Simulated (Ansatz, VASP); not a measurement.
# CdGe3: VASP beside Ansatz

```
Cd Ge
1.0
    -2.11466    2.11466    4.65673
     2.11466   -2.11466    4.65673
     2.11466    2.11466   -4.65673
Cd Ge
1 3
Direct
  0.00000 0.00000 0.00000
  0.50000 0.50000 0.00000
  0.25000 0.75000 0.50000
  0.75000 0.25000 0.50000
```

Alike in both runs: task single point; functional PBE; k mesh 9 × 9 × 9; occupations fermi-dirac, width 0.05 eV; no spin polarisation.

|  | VASP | Ansatz |
| --- | --- | --- |
| version | VASP 6.6.1 | Ansatz 0.2.0 |
| potentials or method | VASP PAW PBE potentials, release 64 (Cd, Ge_d) | Ansatz PAW |
| plane-wave cutoff (eV) | 520 | 420 |
| valence electrons in the cell | 54 | 62 |

```tsv
	VASP	Ansatz	Ansatz less VASP
gap on the k mesh at the Fermi level (eV)	none	none	-
pressure (GPa)	-0.5	-0.7	-0.12
traceless stress, the component that is largest in VASP (GPa)	0.70	0.72	+0.013
```

A gap of «none» marks a metal or a gap that the smearing closes. VASP's potentials hold 54 valence electrons a cell and Ansatz's 62, so a difference there can come from the potentials and not from the codes.
